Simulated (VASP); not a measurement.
# Al (P6_3/mmc) in VASP: notebook

The runs below take Al through single point, with r2SCAN.

All numbers are computed with VASP 6.6.1; they aren't measurements. Logs are shortened: lines on timing, memory, paths and dates and some standing lists are left out, and cuts for length are marked.

### Step 1. The cell of the first run

The structure is hexagonal, space group P6_3/mmc (No. 194). Conventional cell: a = 2.727 Å, b = 2.727 Å, c = 4.537 Å, α = 90.00°, β = 90.00°, γ = 120.00°. Al (site symmetry -6m2) has 12 Al at 2.73 to 2.76 Å within 3.6 Å.

### Step 2. Single point, r2SCAN

Input file POSCAR:

```
Al
1.0
    2.7266398486      0.0000000000      0.0000000000
   -1.3633199243      2.3613393759      0.0000000000
    0.0000000000      0.0000000000      4.5365999065
Al
2
Direct
    0.6666666667      0.3333333333      0.7500000000
    0.3333333333      0.6666666667      0.2500000000
```

Input file INCAR.step1:

```
PREC = Accurate
ENCUT = 520
ISMEAR = 1
SIGMA = 0.15
LREAL = F
LASPH = T
NELM = 60
NBANDS = 10
GGA = PE
ALGO = Normal
EDIFF = 1E-4
LWAVE = T
LCHARG = F
```

Input file INCAR.step2:

```
PREC = Accurate
ENCUT = 520
EDIFF = 1E-7
ISMEAR = 1
SIGMA = 0.15
LREAL = F
LASPH = T
NELM = 60
ALGO = Normal
ISIF = 2
LWAVE = F
LCHARG = T
METAGGA = R2SCAN
LMIXTAU = T
LELF = T
LVHAR = T
NBANDS = 10
ISTART = 1
```

Input file KPOINTS:

```
regular mesh
0
Gamma
  14 14 7
```

Potentials or basis: VASP PAW PBE potentials, release 64 (Al).

Started as:

```bash
cat potpaw_PBE.64/Al/POTCAR > POTCAR
cp INCAR.step1 INCAR
mpirun -np 1 vasp_std > vasp.out
cp INCAR.step2 INCAR
mpirun -np 1 vasp_std > vasp.out
```

OUTCAR:

```text
PREC = Accurate
   ENCUT = 520
   EDIFF = 1E-7
   ISMEAR = 1
   LREAL = F
   LASPH = T
   NELM = 60
   ISIF = 2
   METAGGA = R2SCAN
   ISTART = 1

 ion  position               nearest neighbor table
   1  0.667  0.333  0.750-   2 2.76   2 2.76   2 2.76   2 2.76   2 2.76   2 2.76
   2  0.333  0.667  0.250-   1 2.76   1 2.76   1 2.76   1 2.76   1 2.76   1 2.76

  LATTYP: Found a hexagonal cell.
 ALAT       =     2.7266398486
 C/A-ratio  =     1.6638060611

  Lattice vectors:

 A1 = (   2.7266398486,   0.0000000000,   0.0000000000)
 A2 = (  -1.3633199243,   2.3613393759,   0.0000000000)
 A3 = (   0.0000000000,   0.0000000000,   4.5365999065)

Analysis of symmetry for initial positions (statically):
=====================================================================
 Subroutine PRICEL returns:
 Original cell was already a primitive cell.

 Routine SETGRP: Setting up the symmetry group for a
 hexagonal supercell.

 Subroutine GETGRP returns: Found 24 space group operations
 (whereof 12 operations were pure point group operations)
 out of a pool of 24 trial point group operations.

The static configuration has the point symmetry D_3d.
 The point group associated with its full space group is D_6h.

Analysis of symmetry for dynamics (positions and initial velocities):
=====================================================================
 Subroutine PRICEL returns:
 Original cell was already a primitive cell.

 Routine SETGRP: Setting up the symmetry group for a
 hexagonal supercell.

 Subroutine GETGRP returns: Found 24 space group operations
 (whereof 12 operations were pure point group operations)
 out of a pool of 24 trial point group operations.

The dynamic configuration has the point symmetry D_3d.
 The point group associated with its full space group is D_6h.

 Subroutine INISYM returns: Found 24 space group operations
 (whereof 12 operations are pure point group operations),
 and found     1 'primitive' translations

----------------------------------------------------------------------------------------

                                     Primitive cell

  volume of cell :      29.2090

  direct lattice vectors                    reciprocal lattice vectors
     2.726639849  0.000000000  0.000000000     0.366751773  0.211744235  0.000000000
    -1.363319924  2.361339376  0.000000000     0.000000000  0.423488470  0.000000000
[... 85 lines left out ...]
   EDIFF  = 0.1E-06   stopping-criterion for ELM
   LREAL  =      F    real-space projection
   EDIFFG = 0.1E-05   stopping-criterion for IOM
   NSW    =      0    number of steps for IOM
   IBRION =     -1    ionic relax: 0-MD 1-quasi-New 2-CG
   NFREE  =      0    steps in history (QN), initial steepest desc. (CG)
   ISIF   =      2    stress and relaxation
   ISYM   =      2    0-nonsym 1-usesym 2-fastsym
   POTIM  = 0.5000    time-step for ionic-motion
   TEBEG  =    0.0;   TEEND  =   0.0 temperature during run
   PSTRESS=    0.0 pullay stress
   NELECT =       6.0000    total number of electrons
   NUPDOWN=      -1.0000    fix difference up-down
   EMIN   =  10.00;   EMAX   =-10.00  energy-range for DOS
   EFERMI =   0.00;   METHOD = LEGACY
   ISMEAR =     1;   SIGMA  =   0.15  broadening in eV -4-tet -1-fermi 0-gaus
   EFERMI_NEDOS =   21; number of points for ismear=-14 and -15
   IALGO  =     38    algorithm
   IMIX   =      4    mixing-type and parameters
     AMIX     =   0.40;   BMIX     =  1.00
     AMIX_MAG =   1.60;   BMIX_MAG =  1.00
  volume/ion in A,a.u.               =      14.60        98.56
  Fermi-wavevector in a.u.,A,eV,Ry     =   0.965946  1.825374 12.694949  0.933052
  Thomas-Fermi vector in A             =   2.095706
   LORBIT       =      0    0 simple, 1 ext, 2 COOP (PROOUT), +10 PAW based schemes
   METAGGA = R2SCAN    functional components
   LHFCALC =     F    Hartree Fock is set to
   AEXX    =    0.0000 exact exchange contribution
   IVDW    =     0    specifies the selected vdW correction
   LEPSILON=     F    determine dielectric tensor
   LRPA    =     F    only Hartree local field effects (RPA)
 non-spin polarized calculation
 Methfessel and Paxton  Order N= 1 SIGMA  =   0.15
  energy-cutoff  :      520.00
  volume of cell :       29.21
 maximum number of plane-waves:       803
   NGX = 11   NGY = 11   NGZ = 17

 number of electron       6.0000000 magnetization

 Free energy of the ion-electron system (eV)
  ---------------------------------------------------
  ext. energy  EPLUGINS =         0.00000000
  ---------------------------------------------------
  free energy    TOTEN  =       -13.32429308 eV

  energy without entropy =      -13.32410717  energy(sigma->0) =      -13.32423111

 E-fermi :   9.4298     XC(G=0): -11.3718

 val. band max:        9.4161819229   @ k =   0.2857   0.2143   0.1429
 cond. band min:       9.4504875944   @ k =   0.3571   0.2143   0.1429
 fundamental gap:      0.0343056716
 Fermi energy:         9.4298271534

 k-point     1 :       0.0000    0.0000    0.0000
  band No.  band energies     occupation
      1      -3.3896      2.00000
      2       3.7147      2.00000
      3       4.3844      2.00000
      4      21.9619      0.00000
      5      21.9619      0.00000
      6      22.0947      0.00000
      7      22.0947      0.00000
      8      22.5017      0.00000
      9      25.7658      0.00000
     10      25.9373      0.00000
[... 287 lines left out ...]
 k-point    24 :       0.3571    0.2857    0.0000
  band No.  band energies     occupation
      1       4.9794      2.00000
      2       5.0970      2.00000
      3       6.8497      2.00000
      4      11.5017     -0.00000
      5      11.9097     -0.00000
      6      12.0840     -0.00000
      7      14.0007      0.00000
      8      14.3151      0.00000
      9      15.6276      0.00000
     10      28.7494      0.00000

 [... further k-points ...]
[... 5 lines left out ...]
  --------------------------------------------------------------------------------------
  -------------------------------------------------------------------------------------
  Total        1.7729183      1.7729183      1.6766881      0.0000000      0.0000000     -0.0000000
  in kB       97.2484373     97.2484373     91.9700027      0.0000000      0.0000000     -0.0000000
  external PRESSURE =      95.4889591 kB  Pullay stress =       0.0000000 kB

 VOLUME and BASIS-vectors are now :
 -----------------------------------------------------------------------------
  energy-cutoff  :      520.00
  volume of cell :       29.21
      direct lattice vectors                 reciprocal lattice vectors
     2.726639849  0.000000000  0.000000000     0.366751773  0.211744235  0.000000000
    -1.363319924  2.361339376  0.000000000     0.000000000  0.423488470  0.000000000
     0.000000000  0.000000000  4.536599907     0.000000000  0.000000000  0.220429401

 POSITION                                       TOTAL-FORCE (eV/Angst)
 -----------------------------------------------------------------------------------
      1.36332      0.78711      3.40245        -0.000000      0.000000      0.000000
     -0.00000      1.57423      1.13415         0.000000     -0.000000      0.000000
 -----------------------------------------------------------------------------------
    total drift:                               -0.000000      0.000000     -0.000000

  FREE ENERGIE OF THE ION-ELECTRON SYSTEM (eV)
  ---------------------------------------------------
  free  energy   TOTEN  =       -13.3242930757 eV

  energy  without entropy=      -13.3241071675  energy(sigma->0) =      -13.32423111
```

OUTCAR.step1:

```text
PREC = Accurate
   ENCUT = 520
   ISMEAR = 1
   LREAL = F
   LASPH = T
[... 535 lines left out ...]
 -----------------------------------------------------------------------------------
      1.36332      0.78711      3.40245        -0.000000     -0.000000      0.000000
     -0.00000      1.57423      1.13415         0.000000      0.000000      0.000000
 -----------------------------------------------------------------------------------
    total drift:                               -0.000000      0.000000     -0.000000

  FREE ENERGIE OF THE ION-ELECTRON SYSTEM (eV)
  ---------------------------------------------------
  free  energy   TOTEN  =        -7.2802504208 eV

  energy  without entropy=       -7.2801221378  energy(sigma->0) =       -7.28020766
```

Run time: 72 s. Hardware: 1 thread of Intel Xeon Platinum 8259CL at 2.50GHz (Skylake/Cascade Lake), shared host; peak memory 0.15 GiB.

What came out:

```yaml
Free_energy: -13.3243 eV
Pressure: 9.5 GPa
Band_gap_on_the_k_mesh: zero (band 3 reaches 12.67 eV, above the bottom of band 4 at 6.17 eV)
```

Levels at points of the mesh, in eV from the Fermi level:
```csv
k point,band 1,band 2,band 3,band 4,band 5,band 6,band 7,band 8
"(0.00, 0.00, 0.00)",-12.82,-5.72,-5.05,12.53,12.53,12.66,12.66,13.07
"(0.50, 0.00, 0.00)",-6.07,-5.93,0.51,1.15,1.27,2.04,6.82,9.06
```

Caveat: the PAW data sets were made with another functional, which shifts forces and pressure a little.

(Continued in part 2 of 3.)
